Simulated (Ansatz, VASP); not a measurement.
# Cu in VASP and in Ansatz

The input POSCAR:

```
Cu
1.0
    2.5288403170      0.0000000000      0.0000000000
    0.0000000000      2.5288403170      0.0000000000
    0.0000000000      0.0000000000     16.0366000000
Cu
5
Direct
    0.0000000000      0.0000000000      0.2806070039
    0.5000000000      0.5000000000      0.3882122410
    0.0000000000      0.0000000000      0.4999999969
    0.5000000000      0.5000000000      0.6117877567
    0.0000000000      0.0000000000      0.7193929961
```

File INCAR.step1:

```
PREC = Accurate
ENCUT = 520
ISMEAR = -1
SIGMA = 0.05
LREAL = False
LASPH = True
NELM = 80
LDIPOL = True
IDIPOL = 3
DIPOL = 0.5 0.5 0.500
NBANDS = 36
GGA = PE
ALGO = Normal
EDIFF = 1E-4
LWAVE = True
LCHARG = False
```

Contents of INCAR.step2:

```
PREC = Accurate
ENCUT = 520
EDIFF = 1E-6
ISMEAR = -1
SIGMA = 0.05
LREAL = False
LASPH = True
NELM = 80
ALGO = Normal
ISIF = 2
LWAVE = False
LCHARG = True
LDIPOL = True
IDIPOL = 3
DIPOL = 0.5 0.5 0.500
METAGGA = R2SCAN
LMIXTAU = True
LELF = True
LVHAR = True
LVACPOTAV = True
NBANDS = 36
ISTART = 1
```

KPOINTS

```
Automatic mesh
0
Gamma
  14 14 1
```

Input for Ansatz:

```yaml
crystal:
  lattice:
    - [2.528840317, 0.0, 0.0]
    - [0.0, 2.528840317, 0.0]
    - [0.0, 0.0, 16.0366]
  atoms:
    - { symbol: Cu, position: [0.0, 0.0, 0.2806070039] }
    - { symbol: Cu, position: [0.5, 0.5, 0.388212241] }
    - { symbol: Cu, position: [0.0, 0.0, 0.4999999969] }
    - { symbol: Cu, position: [0.5, 0.5, 0.6117877567] }
    - { symbol: Cu, position: [0.0, 0.0, 0.7193929961] }
kpoints:
  mp_grid: { grid: [14, 14, 1] }
scf:
  occupations: { method: fermi_dirac, width: 0.05 }
hamiltonian:
  xc: r2scan
  pseudopotentials: { kind: paw }
output:
  forces: true
  stress: true
  eigenvalues: true
efield:
  axis: 3
  amplitude: 0
  dipole_correction: true
```

Alike in both runs: task single point; functional r2SCAN; k mesh 14 × 14 × 1; occupations fermi-dirac, width 0.05 eV; no spin polarisation.

|  | VASP | Ansatz |
| --- | --- | --- |
| version | VASP 6.6.1 | Ansatz 0.2.0 |
| potentials or method | VASP PAW PBE potentials, release 64 (Cu) | PAW with Ansatz's default frozen-core files, scalar-relativistic |
| plane-wave cutoff (eV) | 520 | 500 |
| valence electrons in the cell | 55 | 95 |

```csv
,VASP,Ansatz,Ansatz less VASP
rms of the force components (eV/Å),0.019,0.000,-0.0186
```

VASP's potentials were made for PBE, not for r2SCAN. Atom by atom the forces differ by 0.019 eV/Å (rms over components). The functional is the same, so the differences come from potentials, cutoffs and numerics. VASP's potentials hold 55 valence electrons a cell and Ansatz's 95, so a difference there can come from the potentials and not from the codes. Ansatz's warnings: vacuum density over bound.
